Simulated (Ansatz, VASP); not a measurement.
# KBr in VASP and in Ansatz

The input INCAR:

```
SYSTEM = KBr
ALGO = Normal
EDIFF = 1E-6
ENCUT = 520
GGA = PE
ISIF = 2
ISMEAR = 0
LASPH = .True.
LCHARG = .True.
LELF = .True.
LREAL = .False.
LVHAR = .True.
LWAVE = .False.
NBANDS = 15
NELM = 60
PREC = Accurate
SIGMA = 0.05
```

KPOINTS

```
k-points
0
Gamma
  8 8 8
  0 0 0
```

Contents of POSCAR:

```
KBr
1.0
    0.0000000000      3.3000000000      3.3000000000
    3.3000000000      0.0000000000      3.3000000000
    3.3000000000      3.3000000000      0.0000000000
K Br
1 1
Direct
    0.0000000000      0.0000000000      0.0000000000
    0.5000000000      0.5000000000      0.5000000000
```

Input for Ansatz:

```yaml
crystal:
  lattice:
    - [0.0, 3.3, 3.3]
    - [3.3, 0.0, 3.3]
    - [3.3, 3.3, 0.0]
  atoms:
    - { symbol: K, position: [0.0, 0.0, 0.0] }
    - { symbol: Br, position: [0.5, 0.5, 0.5] }
basis:
  ecutwfc: 420
  fft_grid_basis: typed
kpoints:
  mp_grid: { grid: [8, 8, 8] }
hamiltonian:
  xc: pbe
  pseudopotentials: { kind: paw }
scf:
  occupations: { method: gaussian, width: 0.05 }
output:
  forces: true
  stress: true
  eigenvalues: true
  bader: true
  write_density: true
  volumetric_format: npy
  elf: true
```

Alike in both runs: task single point; functional PBE; k mesh 8 × 8 × 8; occupations gaussian, width 0.05 eV; no spin polarisation.

|  | VASP | Ansatz |
| --- | --- | --- |
| version | VASP 6.6.1 | Ansatz 0.2.0 |
| potentials or method | VASP PAW PBE potentials, release 64 (K_sv, Br), cutoff 520 eV | scalar-relativistic, plane waves, PAW |
| valence electrons in the cell | 16 | 16 |

|  | VASP | Ansatz | Ansatz less VASP |
| --- | --- | --- | --- |
| gap on the k mesh at the Fermi level (eV) | 4.43 | 4.44 | +0.002 |
| pressure (GPa) | 0.8 | 0.7 | -0.04 |
